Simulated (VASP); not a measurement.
# Fe (Pm-3m) in VASP: further runs

Fe is run at these levels: revPBE; tasks: relaxation of cell and atoms, single point.

All numbers are computed with VASP 6.6.1; they aren't measurements. Logs are shortened: lines on timing, memory, paths and dates and some standing lists are left out, and cuts for length are marked.

### Step 1. The cell of the first run

The structure is cubic, space group Pm-3m (No. 221). The conventional cell has a = 2.334 Å, b = 2.334 Å, c = 2.334 Å, α = 90.00°, β = 90.00°, γ = 90.00°. Fe (site symmetry m-3m) has 6 Fe at 2.33 Å within 3.1 Å.

### Step 2. Relaxation of cell and atoms, revPBE, collinear spin, ferromagnetic start

INCAR reads:

```
  PREC = Accurate
  ENCUT = 600
  EDIFF = 1E-6
  ISMEAR = -1
  SIGMA = 0.05
  LREAL = False
  LASPH = True
  NELM = 150
  ALGO = Normal
  ISIF = 3
  LWAVE = False
  LCHARG = False
  ISPIN = 2
  MAGMOM = 2.5
  LORBIT = 11
  LMAXMIX = 4
  GGA = RE
  IBRION = 2
  NSW = 80
  EDIFFG = -0.01
```

KPOINTS reads:

```
Automatic mesh
0
Gamma
  13 13 13
```

POSCAR reads:

```
Fe
1.0
    2.3342634294      0.0000000000      0.0000000000
    0.0000000000      2.3342634294      0.0000000000
    0.0000000000      0.0000000000      2.3342634294
Fe
1
Direct
    0.0000000000      0.0000000000      0.0000000000
```

Potentials or basis: VASP PAW PBE potentials, release 64 (Fe).

Launch:

```console
$ cat potpaw_PBE.64/Fe/POTCAR > POTCAR
$ mpirun -np 1 vasp_std > vasp.out
```

OUTCAR:

```text
PREC = Accurate
   ENCUT = 600
   EDIFF = 1E-6
   ISMEAR = -1
   LREAL = False
   LASPH = True
   NELM = 150
   ISIF = 3
   ISPIN = 2
   LORBIT = 11
   GGA = RE
   IBRION = 2
   NSW = 80
   EDIFFG = -0.01

 ion  position               nearest neighbor table
   1  0.000  0.000  0.000-

  LATTYP: Found a simple cubic cell.
 ALAT       =     2.3342634294

  Lattice vectors:

 A1 = (   2.3342634294,   0.0000000000,   0.0000000000)
 A2 = (   0.0000000000,   2.3342634294,   0.0000000000)
 A3 = (   0.0000000000,   0.0000000000,   2.3342634294)

Analysis of symmetry for initial positions (statically):
=====================================================================
 Subroutine PRICEL returns:
 Original cell was already a primitive cell.

 Routine SETGRP: Setting up the symmetry group for a
 simple cubic supercell.

 Subroutine GETGRP returns: Found 48 space group operations
 (whereof 48 operations were pure point group operations)
 out of a pool of 48 trial point group operations.

The static configuration has the point symmetry O_h .

Analysis of symmetry for dynamics (positions and initial velocities):
=====================================================================
 Subroutine PRICEL returns:
 Original cell was already a primitive cell.

 Routine SETGRP: Setting up the symmetry group for a
 simple cubic supercell.

 Subroutine GETGRP returns: Found 48 space group operations
 (whereof 48 operations were pure point group operations)
 out of a pool of 48 trial point group operations.

The dynamic configuration has the point symmetry O_h .

Analysis of structural, dynamic, and magnetic symmetry:
=====================================================================
 Subroutine PRICEL returns:
 Original cell was already a primitive cell.

 Routine SETGRP: Setting up the symmetry group for a
 simple cubic supercell.

 Subroutine GETGRP returns: Found 48 space group operations
 (whereof 48 operations were pure point group operations)
 out of a pool of 48 trial point group operations.

The overall configuration has the point symmetry O_h .

 Subroutine INISYM returns: Found 48 space group operations
 (whereof 48 operations are pure point group operations),
 and found     1 'primitive' translations

----------------------------------------------------------------------------------------

                                     Primitive cell

  volume of cell :      12.7189

  direct lattice vectors                    reciprocal lattice vectors
[... 103 lines left out ...]
   IMIX   =      4    mixing-type and parameters
     AMIX     =   0.40;   BMIX     =  1.00
     AMIX_MAG =   1.60;   BMIX_MAG =  1.00
  volume/ion in A,a.u.               =      12.72        85.83
  Fermi-wavevector in a.u.,A,eV,Ry     =   1.402668  2.650659 26.769166  1.967478
  Thomas-Fermi vector in A             =   2.525407
   LORBIT       =     11    0 simple, 1 ext, 2 COOP (PROOUT), +10 PAW based schemes
   GGA     = RE    functional components
   LHFCALC =     F    Hartree Fock is set to
   AEXX    =    0.0000 exact exchange contribution
   IVDW    =     0    specifies the selected vdW correction
   LEPSILON=     F    determine dielectric tensor
   LRPA    =     F    only Hartree local field effects (RPA)
 conjugate gradient relaxation of ions
 spin polarized calculation
  energy-cutoff  :      600.00
  volume of cell :       12.72
 maximum number of plane-waves:       449
 NGX is ok and might be reduce to    20
   NGX =  9   NGY =  9   NGZ =  9

--------------------------------------- Ionic step        1  -------------------------------------------

 number of electron       8.0000007 magnetization       2.3865574

 Free energy of the ion-electron system (eV)
  ---------------------------------------------------
  ext. energy  EPLUGINS =         0.00000000
  ---------------------------------------------------
  free energy    TOTEN  =        -7.10855447 eV

  energy without entropy =       -7.10212262  energy(sigma->0) =       -7.10533854

------------------------ aborting loop because EDIFF is reached ----------------------------------------

  FORCE on cell =-STRESS in cart. coord.  units (eV):
  Direction    XX          YY          ZZ          XY          YZ          ZX
  --------------------------------------------------------------------------------------
  -------------------------------------------------------------------------------------
  Total        0.8141032      0.8141032      0.8141032      0.0000000      0.0000000     -0.0000000
  in kB      102.5511351    102.5511351    102.5511351      0.0000000      0.0000000     -0.0000000
  external PRESSURE =     102.5511351 kB  Pullay stress =       0.0000000 kB
[... 57 lines left out ...]
--------------------------------------- Ionic step        3  -------------------------------------------

 number of electron       7.9999994 magnetization       2.4659902

 Free energy of the ion-electron system (eV)
  ---------------------------------------------------
  ext. energy  EPLUGINS =         0.00000000
  ---------------------------------------------------
  free energy    TOTEN  =        -7.13600306 eV

  energy without entropy =       -7.13048527  energy(sigma->0) =       -7.13324417

 E-fermi :   4.5486     XC(G=0): -11.9430

 val. band max:        4.4945090885   @ k =   0.4615   0.2308   0.2308
 cond. band min:       4.5616749457   @ k =   0.3846   0.2308   0.0000
 fundamental gap:      0.0671658572
 Fermi energy:         4.5486208371

 spin component 1

 k-point     1 :       0.0000    0.0000    0.0000
  band No.  band energies     occupation
      1      -3.1308      1.00000
      2       0.6806      1.00000
      3       0.6806      1.00000
      4       3.8551      1.00000
      5       3.8551      1.00000
      6       3.8551      1.00000
      7      22.9110      0.00000
      8      22.9110      0.00000
      9      22.9110      0.00000
[... 265 lines left out ...]
 k-point    24 :       0.3846    0.3077    0.0000
  band No.  band energies     occupation
      1       0.3226      1.00000
      2       1.2958      1.00000
      3       2.9791      1.00000
      4       3.2262      1.00000
      5       3.3124      1.00000
      6       5.2971      0.00000
      7      11.3935      0.00000
      8      16.9586      0.00000
      9      22.2962      0.00000

 [... further k-points ...]

 spin component 2

 k-point     1 :       0.0000    0.0000    0.0000
  band No.  band energies     occupation
      1      -2.8624      1.00000
      2       2.2807      1.00000
      3       2.2812      1.00000
      4       7.0147      0.00000
      5       7.0148      0.00000
      6       7.0155      0.00000
      7      23.5113      0.00000
      8      23.5113      0.00000
      9      23.5113      0.00000
[... 304 lines left out ...]
  FREE ENERGIE OF THE ION-ELECTRON SYSTEM (eV)
  ---------------------------------------------------
  free  energy   TOTEN  =        -7.1360030585 eV

  energy  without entropy=       -7.1304852722  energy(sigma->0) =       -7.13324417

 reached required accuracy - stopping structural energy minimisation

 total charge

# of ion       s       p       d       tot
------------------------------------------
    1        0.485   0.394   6.247   7.126

 magnetization (x)

# of ion       s       p       d       tot
------------------------------------------
    1        0.000  -0.009   2.468   2.459
```

OSZICAR:

```text
N       E                     dE             d eps       ncg     rms          rms(c)
DAV:   1     0.204105003687E+02    0.20411E+02   -0.44556E+03  3080   0.117E+03
DAV:   2    -0.723934761929E+01   -0.27650E+02   -0.26449E+02  3038   0.134E+02
[... 28 lines left out ...]
DAV:   4    -0.713719285180E+01    0.14347E-02   -0.13272E-03  3280   0.587E-01    0.259E-01
DAV:   5    -0.713597884947E+01    0.12140E-02   -0.17554E-03  3293   0.375E-01    0.484E-02
DAV:   6    -0.713600253498E+01   -0.23686E-04   -0.42424E-05  3214   0.684E-02    0.258E-02
DAV:   7    -0.713600442582E+01   -0.18908E-05   -0.49715E-06  3119   0.369E-02    0.122E-02
DAV:   8    -0.713600320408E+01    0.12217E-05   -0.69200E-07  1982   0.918E-03    0.210E-03
DAV:   9    -0.713600305853E+01    0.14555E-06   -0.80208E-08  1527   0.384E-03
   3 F= -.71360031E+01 E0= -.71332442E+01  d E =-.274486E-01  mag=     2.4660
```

Wall time 41 s (1 thread of Intel Xeon Platinum 8259CL at 2.50GHz (Skylake/Cascade Lake), shared host); peak memory 0.15 GiB.

What came out:

```
Free energy                                           : -7.1360 eV
Relaxed volume                                        : 13.65 Å³/atom
Relaxed cell                                          : a = 2.390 Å, b = 2.390 Å, c = 2.390 Å, α = 90.00°, β = 90.00°, γ = 90.00°
Space group after relaxing (to 0.05 Å)                : Pm-3m (No. 221)
Energy gained by relaxing                             : 27.4 meV/atom
Ionic steps                                           : 3
Pressure after relaxing                               : -0.1 GPa
Net moment                                            : 2.47 μB per cell
Site moments                                          : Fe +2.46 μB
Valence electrons inside the program's atomic spheres : Fe 7.13
```

The path:
| step | energy change (eV) | largest force (eV/Å) | pressure (GPa) | volume (Å³) |
| --- | --- | --- | --- | --- |
| 1 | 0.0000 | 0.0000 | 10.26 | 12.72 |
| 2 | -0.0178 | 0.0000 | -4.39 | 14.28 |
| 3 | -0.0274 | 0.0000 | -0.06 | 13.65 |

Final structure:
```cif
data_structure
_symmetry_space_group_name_H-M 'P 1'
_symmetry_Int_Tables_number 1
_cell_length_a 2.3896
_cell_length_b 2.3896
_cell_length_c 2.3896
_cell_angle_alpha 90.000
_cell_angle_beta 90.000
_cell_angle_gamma 90.000
_cell_volume 13.65
loop_
_atom_site_label
_atom_site_type_symbol
_atom_site_fract_x
_atom_site_fract_y
_atom_site_fract_z
_atom_site_occupancy
Fe1 Fe 0.00000 0.00000 0.00000 1
```

Levels at points of the mesh, in eV from the Fermi level:
Spin up:
```tsv
k point	band 2	band 3	band 4	band 5	band 6	band 7	band 8	band 9
(0.00, 0.00, 0.00)	-3.87	-3.87	-0.69	-0.69	-0.69	18.36	18.36	18.36
```
Spin down:
```tsv
k point	band 1	band 2	band 3	band 4	band 5	band 6	band 7	band 8
(0.00, 0.00, 0.00)	-7.41	-2.27	-2.27	2.47	2.47	2.47	18.96	18.96
```

Caveat: the PAW data sets were made with another functional, which shifts forces and pressure a little.

(Continued in part 2 of 2.)
